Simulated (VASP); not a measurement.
# GaSb (Immm) in VASP: a series of runs

Runs on GaSb. Level: PBE. Tasks: single point.

Program: VASP 6.6.1. These are calculated values, not measurements. Logs are shortened: lines on timing, memory, paths and dates and some standing lists are left out, and cuts for length are marked.

**1. The cell of the first run**

The structure is orthorhombic, space group Immm (No. 71). Conventional cell: a = 3.269 Å, b = 5.143 Å, c = 5.715 Å, α = 90.00°, β = 90.00°, γ = 90.00°. Within 3.8 Å of Ga (site symmetry mmm) lie 6 Sb at 2.86 to 3.05 Å and 2 Ga at 3.27 Å. Sb (site symmetry mmm) has 6 Ga at 2.86 to 3.05 Å and 2 Sb at 3.27 Å within 3.8 Å.

**2. Single point, PBE (24.02 Å³/atom)**

The input, INCAR:

```
PREC = Accurate
ENCUT = 520
EDIFF = 1E-6
ISMEAR = 0
SIGMA = 0.15
LREAL = False
LASPH = True
NELM = 80
ALGO = Normal
ISIF = 2
LWAVE = False
LCHARG = False
GGA = PE
NBANDS = 16
```

The input, KPOINTS:

```
regular mesh
0
Gamma
  18 18 18
```

The input, POSCAR:

```
GaSb
1.0
   -1.6346908586      2.5717439959      2.8573668435
    1.6346908586     -2.5717439959      2.8573668435
    1.6346908586      2.5717439959     -2.8573668435
Ga Sb
1 1
Direct
    0.0000000000      0.0000000000      0.0000000000
    0.5000000000      0.5000000000      0.0000000000
```

Potentials or basis: VASP PAW PBE potentials, release 64 (Ga_d, Sb).

Command:

```
$ cat potpaw_PBE.64/Ga_d/POTCAR potpaw_PBE.64/Sb/POTCAR > POTCAR
$ mpirun -np 1 vasp_std > vasp.out
```

OUTCAR:

```text
PREC = Accurate
   ENCUT = 520
   EDIFF = 1E-6
   ISMEAR = 0
   LREAL = False
   LASPH = True
   NELM = 80
   ISIF = 2
   GGA = PE

 ion  position               nearest neighbor table
   1  0.000  0.000  0.000-   2 2.86   2 2.86   2 3.05   2 3.05   2 3.05   2 3.05
   2  0.500  0.500  0.000-   1 2.86   1 2.86   1 3.05   1 3.05   1 3.05   1 3.05

  LATTYP: Found a body centered orthorhombic cell.
 ALAT       =     3.2693817172
 B/A-ratio  =     1.5732295696
 C/A-ratio  =     1.7479554795

  Lattice vectors:

 A1 = (  -1.6346908586,   2.5717439959,   2.8573668435)
 A2 = (   1.6346908586,  -2.5717439959,   2.8573668435)
 A3 = (   1.6346908586,   2.5717439959,  -2.8573668435)

Analysis of symmetry for initial positions (statically):
=====================================================================
 Subroutine PRICEL returns:
 Original cell was already a primitive cell.

 Routine SETGRP: Setting up the symmetry group for a
 body centered orthorhombic supercell.

 Subroutine GETGRP returns: Found  8 space group operations
 (whereof  8 operations were pure point group operations)
 out of a pool of  8 trial point group operations.

The static configuration has the point symmetry D_2h.

Analysis of symmetry for dynamics (positions and initial velocities):
=====================================================================
 Subroutine PRICEL returns:
 Original cell was already a primitive cell.

 Routine SETGRP: Setting up the symmetry group for a
 body centered orthorhombic supercell.

 Subroutine GETGRP returns: Found  8 space group operations
 (whereof  8 operations were pure point group operations)
 out of a pool of  8 trial point group operations.

The dynamic configuration has the point symmetry D_2h.

 Subroutine INISYM returns: Found  8 space group operations
 (whereof  8 operations are pure point group operations),
 and found     1 'primitive' translations

----------------------------------------------------------------------------------------

                                     Primitive cell

  volume of cell :      48.0496

  direct lattice vectors                    reciprocal lattice vectors
    -1.634690859  2.571743996  2.857366843     0.000000000  0.194420596  0.174986282
     1.634690859 -2.571743996  2.857366843     0.305868230  0.000000000  0.174986282
     1.634690859  2.571743996 -2.857366843     0.305868230  0.194420596  0.000000000

  length of vectors
     4.177394722  4.177394722  4.177394722     0.261571342  0.352385546  0.362428948

  position of ions in fractional coordinates (direct lattice)
     0.000000000  0.000000000  0.000000000
     0.500000000  0.500000000  0.000000000

  ion indices of the primitive-cell ions
   primitive index   ion index
                 1           1
                 2           2

----------------------------------------------------------------------------------------

 KPOINTS: regular mesh

Automatic generation of k-mesh.
 Grid dimensions read from file:
 generate k-points for:   18   18   18

 Generating k-lattice:

  Cartesian coordinates                     Fractional coordinates (reciprocal lattice)
     0.000000000  0.010801144  0.009721460     0.055555556  0.000000000 -0.000000000
     0.016992679  0.000000000  0.009721460     0.000000000  0.055555556  0.000000000
     0.016992679  0.010801144  0.000000000    -0.000000000  0.000000000  0.055555556

  Length of vectors
     0.014531741  0.019576975  0.020134942

  Shift w.r.t. Gamma in fractional coordinates (k-lattice)
     0.000000000  0.000000000  0.000000000

 Subroutine IBZKPT returns following result:
 ===========================================

 Found    865 irreducible k-points:

 Following reciprocal coordinates:
            Coordinates               Weight
  0.000000  0.000000  0.000000      1.000000
  0.055556  0.000000 -0.000000      4.000000
  0.111111  0.000000 -0.000000      4.000000
  0.166667  0.000000 -0.000000      4.000000
  0.222222  0.000000 -0.000000      4.000000
  0.277778  0.000000 -0.000000      4.000000
[... 16 lines left out ...]
 -0.333333  0.055556  0.000000      8.000000
 -0.277778  0.055556  0.000000      8.000000
 [... further k-points ...]
   k-points           NKPTS =    865   k-points in BZ     NKDIM =    865   number of bands    NBANDS=     16
   number of dos      NEDOS =    301   number of ions     NIONS =      2
   total plane-waves  NPLWV =  32768
   dimension x,y,z NGX =    32 NGY =   32 NGZ =   32
   dimension x,y,z NGXF=    64 NGYF=   64 NGZF=   64
   ions per type =               1   1
   NGX,Y,Z   is equivalent  to a cutoff of  12.73, 12.73, 12.73 a.u.
   NGXF,Y,Z  is equivalent  to a cutoff of  25.47, 25.47, 25.47 a.u.
 SYSTEM =  unknown system
   PREC   = accura    normal or accurate (medium, high low for compatibility)
   ISTART =      0    job   : 0-new  1-cont  2-samecut
   ICHARG =      2    charge: 1-file 2-atom 10-const
   ISPIN  =      1    spin polarized calculation?
   LNONCOLLINEAR =      F non collinear calculations
   LSORBIT =      F    spin-orbit coupling
   LASPH  =      T    aspherical Exc in radial PAW
   ENCUT  =  520.0 eV  38.22 Ry    6.18 a.u.   7.77  7.77  7.77*2*pi/ulx,y,z
   NELM   =     80;   NELMIN=  2; NELMDL= -5     # of ELM steps
   EDIFF  = 0.1E-05   stopping-criterion for ELM
   LREAL  =      F    real-space projection
[... 7 lines left out ...]
   TEBEG  =    0.0;   TEEND  =   0.0 temperature during run
   PSTRESS=    0.0 pullay stress
   NELECT =      18.0000    total number of electrons
   NUPDOWN=      -1.0000    fix difference up-down
   EMIN   =  10.00;   EMAX   =-10.00  energy-range for DOS
   EFERMI =   0.00;   METHOD = LEGACY
   ISMEAR =     0;   SIGMA  =   0.15  broadening in eV -4-tet -1-fermi 0-gaus
   EFERMI_NEDOS =   21; number of points for ismear=-14 and -15
   IALGO  =     38    algorithm
   IMIX   =      4    mixing-type and parameters
     AMIX     =   0.40;   BMIX     =  1.00
     AMIX_MAG =   1.60;   BMIX_MAG =  1.00
  volume/ion in A,a.u.               =      24.02       162.13
  Fermi-wavevector in a.u.,A,eV,Ry     =   1.180146  2.230153 18.949453  1.392745
  Thomas-Fermi vector in A             =   2.316444
   LORBIT       =      0    0 simple, 1 ext, 2 COOP (PROOUT), +10 PAW based schemes
   GGA     = PE    functional components
   LHFCALC =     F    Hartree Fock is set to
   AEXX    =    0.0000 exact exchange contribution
   IVDW    =     0    specifies the selected vdW correction
   LEPSILON=     F    determine dielectric tensor
   LRPA    =     F    only Hartree local field effects (RPA)
 non-spin polarized calculation
 Gauss-broadening in eV      SIGMA  =   0.15
  energy-cutoff  :      520.00
  volume of cell :       48.05
 maximum number of plane-waves:      1309
   NGX = 15   NGY = 15   NGZ = 15

 number of electron      18.0000011 magnetization

 Free energy of the ion-electron system (eV)
  ---------------------------------------------------
  ext. energy  EPLUGINS =         0.00000000
  ---------------------------------------------------
  free energy    TOTEN  =        -6.98608412 eV

  energy without entropy =       -6.97647953  energy(sigma->0) =       -6.98128183

 E-fermi :   6.5895     XC(G=0): -10.2590

 val. band max:        6.5886889679   @ k =   0.4444   0.0000  -0.0000
 cond. band min:       6.5916106405   @ k =  -0.1667   0.2222   0.1667
 fundamental gap:      0.0029216727
 Fermi energy:         6.5895138347

 k-point     1 :       0.0000    0.0000    0.0000
  band No.  band energies     occupation
      1      -8.3307      2.00000
      2      -8.2597      2.00000
      3      -8.2595      2.00000
      4      -8.2568      2.00000
      5      -8.2277      2.00000
      6      -5.3405      2.00000
[... 8 lines left out ...]
     15      15.6260      0.00000
     16      16.2695      0.00000

 k-point     2 :       0.0556    0.0000   -0.0000
  band No.  band energies     occupation
      1      -8.3305      2.00000
      2      -8.2603      2.00000
      3      -8.2595      2.00000
      4      -8.2564      2.00000
      5      -8.2276      2.00000
      6      -5.3120      2.00000
[... 8 lines left out ...]
     15      15.6587      0.00000
     16      16.4141      0.00000

 k-point     3 :       0.1111    0.0000   -0.0000
  band No.  band energies     occupation
      1      -8.3301      2.00000
      2      -8.2621      2.00000
      3      -8.2595      2.00000
      4      -8.2553      2.00000
      5      -8.2273      2.00000
      6      -5.2269      2.00000
[... 8 lines left out ...]
     15      15.5001      0.00000
     16      16.9684      0.00000

 k-point     4 :       0.1667    0.0000   -0.0000
  band No.  band energies     occupation
      1      -8.3295      2.00000
      2      -8.2648      2.00000
      3      -8.2595      2.00000
      4      -8.2536      2.00000
      5      -8.2269      2.00000
      6      -5.0865      2.00000
[... 8 lines left out ...]
     15      15.2650      0.00000
     16      17.1160      0.00000
[... 324 lines left out ...]
 k-point    22 :      -0.3889    0.0556    0.0000
  band No.  band energies     occupation
      1      -8.3247      2.00000
      2      -8.2763      2.00000
      3      -8.2618      2.00000
      4      -8.2462      2.00000
      5      -8.2259      2.00000
      6      -4.1726      2.00000
[... 8 lines left out ...]
     15      15.6692      0.00000
     16      16.2231      0.00000

 k-point    23 :      -0.3333    0.0556    0.0000
  band No.  band energies     occupation
      1      -8.3251      2.00000
      2      -8.2733      2.00000
      3      -8.2617      2.00000
      4      -8.2480      2.00000
      5      -8.2265      2.00000
      6      -4.4557      2.00000
[... 8 lines left out ...]
     15      15.4008      0.00000
     16      16.2890      0.00000

 k-point    24 :      -0.2778    0.0556    0.0000
  band No.  band energies     occupation
      1      -8.3256      2.00000
      2      -8.2700      2.00000
      3      -8.2615      2.00000
      4      -8.2501      2.00000
      5      -8.2271      2.00000
      6      -4.7161      2.00000
[... 8 lines left out ...]
     15      15.5345      0.00000
     16      16.5142      0.00000

 [... further k-points ...]

------------------------ aborting loop because EDIFF is reached ----------------------------------------

  FORCE on cell =-STRESS in cart. coord.  units (eV):
  Direction    XX          YY          ZZ          XY          YZ          ZX
  --------------------------------------------------------------------------------------
  -------------------------------------------------------------------------------------
  Total       -0.2159692     -0.0235950      0.2851864      0.0000000      0.0000000      0.0000000
  in kB       -7.2013361     -0.7867575      9.5093312      0.0000000      0.0000000      0.0000000
  external PRESSURE =       0.5070792 kB  Pullay stress =       0.0000000 kB

 VOLUME and BASIS-vectors are now :
 -----------------------------------------------------------------------------
  energy-cutoff  :      520.00
  volume of cell :       48.05
      direct lattice vectors                 reciprocal lattice vectors
    -1.634690859  2.571743996  2.857366843     0.000000000  0.194420596  0.174986282
     1.634690859 -2.571743996  2.857366843     0.305868230  0.000000000  0.174986282
     1.634690859  2.571743996 -2.857366843     0.305868230  0.194420596  0.000000000

 POSITION                                       TOTAL-FORCE (eV/Angst)
 -----------------------------------------------------------------------------------
      0.00000      0.00000      0.00000         0.000000      0.000000     -0.000000
      0.00000      0.00000      2.85737        -0.000000     -0.000000      0.000000
 -----------------------------------------------------------------------------------
    total drift:                               -0.000000      0.000000     -0.000000

  FREE ENERGIE OF THE ION-ELECTRON SYSTEM (eV)
  ---------------------------------------------------
  free  energy   TOTEN  =        -6.9860841237 eV

  energy  without entropy=       -6.9764795265  energy(sigma->0) =       -6.98128183
```

Wall time 11 min (1 thread of Intel Xeon 8259CL, shared host); peak memory 0.75 GiB.

Results:

* Free energy: -6.9861 eV
* Pressure: 0.1 GPa
* Band gap on the k mesh: zero (bands 9 and 10 overlap by 5.39 eV)

Levels at points of the mesh, in eV from the Fermi level:
```tsv
k point	band 5	band 6	band 7	band 8	band 9	band 10	band 11	band 12	band 13	band 14
(0.00, 0.00, 0.00)	-14.82	-11.93	-2.48	-1.85	-1.37	3.68	4.24	6.52	7.11	7.58
(0.50, 0.00, 0.00)	-14.81	-10.35	-7.97	0.12	1.73	2.75	3.24	3.66	5.80	7.90
(0.00, 0.50, 0.00)	-14.81	-8.42	-6.33	-1.61	-0.42	-0.15	0.98	2.76	3.51	9.35
(0.50, 0.50, 0.00)	-14.81	-8.36	-5.04	-3.26	-2.07	-2.03	3.20	4.42	7.21	7.87
(0.50, 0.50, 0.50)	-14.81	-9.20	-5.60	-5.11	-4.62	1.93	5.85	9.55	10.43	10.49
```

Caveat: spin-orbit coupling is left out, which moves the levels of the heavy elements.

**3. Single point, PBE (24.02 Å³/atom)**

The input, INCAR:

```
ALGO     = Normal         # electronic algorithm
EDIFF    = 1E-6           # SCF threshold, eV
ENCUT    = 520            # plane-wave cutoff, eV
GGA      = PE             # functional
ISIF     = 2              # what is computed and relaxed
ISMEAR   = 0              # smearing method
LASPH    = True           # aspherical terms in the spheres
LCHARG   = False          # write CHGCAR
LREAL    = False          # projectors in reciprocal space
LWAVE    = False          # write WAVECAR
NBANDS   = 16             # bands
NELM     = 100            # most SCF steps
PREC     = Accurate       # precision mode
SIGMA    = 0.15           # smearing width, eV
```

The input, KPOINTS:

```
k-points
0
Gamma
  18 18 18
```

The input, POSCAR:

```
GaSb
1.0
   -1.5496467368      2.6413697422      2.9347253595
    1.5496467368     -2.6413697422      2.9347253595
    1.5496467368      2.6413697422     -2.9347253595
Ga Sb
1 1
Direct
    0.0000000000      0.0000000000      0.0000000000
    0.5000000000      0.5000000000      0.0000000000
```

Potentials or basis: VASP PAW PBE potentials, release 64 (Ga_d, Sb).

Command:

```
$ cat potpaw_PBE.64/Ga_d/POTCAR potpaw_PBE.64/Sb/POTCAR > POTCAR
$ mpirun -np 1 vasp_std > vasp.out
```

Run time: 6.1 min. Hardware: 1 thread of Intel Xeon 8259CL, shared host; peak memory 0.75 GiB.

The run converged. Its results:

* Free energy: -6.9737 eV
* Pressure: 0.2 GPa
* Band gap on the k mesh: zero (bands 9 and 10 overlap by 4.95 eV)

Stress tensor (GPa, compression positive):
```
 2.00  0.00  0.00
 0.00  0.48  0.00
 0.00  0.00 -1.94
```

Levels at points of the mesh, in eV from the Fermi level:
```
           k point  band 7  band 8  band 9  band 10  band 11  band 12
(0.00, 0.00, 0.00)   -3.25   -2.33   -1.57     3.36     5.35     5.64
(0.50, 0.00, 0.00)   -8.07   -0.36    1.27     2.14     2.75     4.87
(0.00, 0.50, 0.00)   -6.06   -1.90   -0.39    -0.27     1.09     2.64
(0.50, 0.50, 0.00)   -5.08   -3.11   -2.25    -1.63     3.26     4.10
(0.50, 0.50, 0.50)   -5.89   -5.12   -4.81     3.35     7.15     9.25
```

Caveat: spin-orbit coupling is left out, which moves the levels of the heavy elements.
